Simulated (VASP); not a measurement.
# KMgF3 (Pm-3m) in VASP: further runs, part 2 of 2

VASP 6.6.1.

## (3) Single point, PBE

This run uses another cell than the first one, of 13.00 Å³/atom, 1.027 times its volume.

Input file INCAR:

```
ALGO     = Normal         # electronic algorithm
EDIFF    = 1E-6           # SCF threshold, eV
ENCUT    = 520            # plane-wave cutoff, eV
GGA      = PE             # functional
ISIF     = 2              # what is computed and relaxed
ISMEAR   = 0              # smearing method
LASPH    = T              # aspherical terms in the spheres
LCHARG   = F              # write CHGCAR
LREAL    = F              # projectors in reciprocal space
LWAVE    = F              # write WAVECAR
NBANDS   = 24             # bands
NELM     = 60             # most SCF steps
PREC     = Accurate       # precision mode
SIGMA    = 0.01           # smearing width, eV
```

Input file KPOINTS:

```
k-points
0
Gamma
  6 6 6
```

Input file POSCAR:

```
KMgF3
1.0
    4.0210198713      0.0000000000      0.0000000000
    0.0000000000      4.0210198713      0.0000000000
    0.0000000000      0.0000000000      4.0210198713
K Mg F
1 1 3
Direct
    0.5000000000      0.5000000000      0.5000000000
    0.0000000000      0.0000000000      0.0000000000
    0.5000000000      0.0000000000      0.0000000000
    0.0000000000      0.5000000000      0.0000000000
    0.0000000000      0.0000000000      0.5000000000
```

Potentials or basis: VASP PAW PBE potentials, release 64 (K_sv, Mg, F).

Launch:

```console
$ cat potpaw_PBE.64/K_sv/POTCAR potpaw_PBE.64/Mg/POTCAR potpaw_PBE.64/F/POTCAR > POTCAR
$ mpirun -np 1 vasp_std > vasp.out
```

It took 20 s on 1 thread of Intel Xeon Platinum 8375C at 2.90GHz (Ice Lake), shared host; peak memory 0.18 GiB.

It converged, with:

```yaml
Free_energy: -24.4423 eV
Pressure: 1.3 GPa
Band_gap_on_the_k_mesh: 7.11 eV, indirect (least direct gap 7.43 eV)
```

Levels at points of the mesh, in eV from the valence-band top:
```csv
k point,band 13,band 14,band 15,band 16,band 17,band 18,band 19,band 20
"(0.00, 0.00, 0.00)",-0.60,-0.32,-0.32,-0.32,7.11,10.04,10.04,12.17
"(0.50, 0.00, 0.00)",-0.83,-0.83,-0.51,-0.51,9.95,10.18,11.05,12.69
"(0.50, 0.50, 0.00)",-0.99,-0.87,-0.87,-0.02,10.76,11.57,12.38,12.38
"(0.50, 0.50, 0.50)",-1.10,0.00,0.00,0.00,10.34,10.34,10.34,13.77
```

A k mesh can miss the band edges. Expect the measured gap to be larger: semilocal functionals such as PBE lack the derivative discontinuity.

## (4) Single point, PBE

This run uses another cell than the first one, of 13.34 Å³/atom, 1.053 times its volume.

Input file INCAR:

```
PREC     = Accurate       # precision mode
ENCUT    = 520            # plane-wave cutoff, eV
EDIFF    = 1E-6           # SCF threshold, eV
ISMEAR   = 0              # smearing method
SIGMA    = 0.01           # smearing width, eV
LREAL    = F              # projectors in reciprocal space
LASPH    = T              # aspherical terms in the spheres
NELM     = 60             # most SCF steps
ALGO     = Normal         # electronic algorithm
ISIF     = 2              # what is computed and relaxed
LWAVE    = F              # write WAVECAR
LCHARG   = F              # write CHGCAR
GGA      = PE             # functional
NBANDS   = 24             # bands
```

Input file KPOINTS:

```
regular mesh
0
Gamma
  6 6 6
```

Changes to POSCAR since step 3:

```diff
@@ -2,5 +2,5 @@
 1.0
-    4.0210198713      0.0000000000      0.0000000000
-    0.0000000000      4.0210198713      0.0000000000
-    0.0000000000      0.0000000000      4.0210198713
+    4.0555367516      0.0000000000      0.0000000000
+    0.0000000000      4.0555367516      0.0000000000
+    0.0000000000      0.0000000000      4.0555367516
 K Mg F
```

Launch:

```console
$ cat potpaw_PBE.64/K_sv/POTCAR potpaw_PBE.64/Mg/POTCAR potpaw_PBE.64/F/POTCAR > POTCAR
$ mpirun -np 1 vasp_std > vasp.out
```

Wall time 20 s (1 thread of Intel Xeon Platinum 8375C at 2.90GHz (Ice Lake), shared host); peak memory 0.18 GiB.

The run converged. Its results:

```yaml
Free_energy: -24.4497 eV
Pressure: -0.5 GPa
Band_gap_on_the_k_mesh: 6.92 eV, indirect (least direct gap 7.24 eV)
```

Levels at points of the mesh, in eV from the valence-band top:
| k point | band 13 | band 14 | band 15 | band 16 | band 17 | band 18 | band 19 | band 20 |
| --- | --- | --- | --- | --- | --- | --- | --- | --- |
| (0.00, 0.00, 0.00) | -0.57 | -0.32 | -0.32 | -0.32 | 6.92 | 10.01 | 10.01 | 12.10 |
| (0.50, 0.00, 0.00) | -0.80 | -0.79 | -0.50 | -0.50 | 9.79 | 9.92 | 10.98 | 12.57 |
| (0.50, 0.50, 0.00) | -0.95 | -0.85 | -0.85 | -0.02 | 10.60 | 11.44 | 12.15 | 12.15 |
| (0.50, 0.50, 0.50) | -1.07 | 0.00 | 0.00 | 0.00 | 10.24 | 10.24 | 10.24 | 13.56 |

A k mesh can miss the band edges.

## (5) Single point, PBE

This run uses another cell than the first one, of 13.68 Å³/atom, 1.080 times its volume.

Input file INCAR:

```
SYSTEM = KMgF3
ALGO     = Normal         ! electronic algorithm
EDIFF    = 1E-6           ! SCF threshold, eV
ENCUT    = 520            ! plane-wave cutoff, eV
GGA      = PE             ! functional
ISIF     = 2              ! what is computed and relaxed
ISMEAR   = 0              ! smearing method
LASPH    = .True.         ! aspherical terms in the spheres
LCHARG   = .False.        ! write CHGCAR
LREAL    = .False.        ! projectors in reciprocal space
LWAVE    = .False.        ! write WAVECAR
NBANDS   = 24             ! bands
NELM     = 60             ! most SCF steps
PREC     = Accurate       ! precision mode
SIGMA    = 0.01           ! smearing width, eV
```

Input file KPOINTS:

```
k-points
0
Gamma
  6 6 6
  0 0 0
```

Changes to POSCAR since step 4:

```diff
@@ -2,5 +2,5 @@
 1.0
-    4.0555367516      0.0000000000      0.0000000000
-    0.0000000000      4.0555367516      0.0000000000
-    0.0000000000      0.0000000000      4.0555367516
+    4.0894758755      0.0000000000      0.0000000000
+    0.0000000000      4.0894758755      0.0000000000
+    0.0000000000      0.0000000000      4.0894758755
 K Mg F
```

Launch:

```console
$ cat potpaw_PBE.64/K_sv/POTCAR potpaw_PBE.64/Mg/POTCAR potpaw_PBE.64/F/POTCAR > POTCAR
$ mpirun -np 1 vasp_std > vasp.out
```

Run time: 20 s. Hardware: 1 thread of Intel Xeon Platinum 8375C at 2.90GHz (Ice Lake), shared host; peak memory 0.18 GiB.

The run converged. Its results:

* Free energy: -24.4396 eV
* Pressure: -2.0 GPa
* Band gap on the k mesh: 6.75 eV, indirect (least direct gap 7.07 eV)

Levels at points of the mesh, in eV from the valence-band top:
```csv
k point,band 13,band 14,band 15,band 16,band 17,band 18,band 19,band 20
"(0.00, 0.00, 0.00)",-0.55,-0.32,-0.32,-0.32,6.75,9.97,9.97,12.03
"(0.50, 0.00, 0.00)",-0.78,-0.76,-0.48,-0.48,9.63,9.68,10.91,12.45
"(0.50, 0.50, 0.00)",-0.91,-0.83,-0.83,-0.02,10.44,11.31,11.92,11.92
"(0.50, 0.50, 0.50)",-1.05,0.00,0.00,0.00,10.14,10.14,10.14,13.35
```

A k mesh can miss the band edges. As with any semilocal functional, this PBE gap is likely too small.

## (6) Overview

| cell | gap on the mesh (eV) | pressure (GPa) |
| --- | --- | --- |
| a = 3.986 Å, 5 atoms | 7.30 | 3.4 |
| a = 4.021 Å, 5 atoms | 7.11 | 1.3 |
| a = 4.056 Å, 5 atoms | 6.92 | -0.5 |
| a = 4.089 Å, 5 atoms | 6.75 | -2.0 |

Alike in all rows: task single point; level PBE; potentials or basis VASP PAW PBE potentials, release 64 (K_sv, Mg, F); no spin polarisation; k mesh 6 × 6 × 6; cutoff (eV) 520; smearing gaussian 0.01 eV.

Total energies depend on the potentials used, so only differences within one code and one set of settings carry meaning.
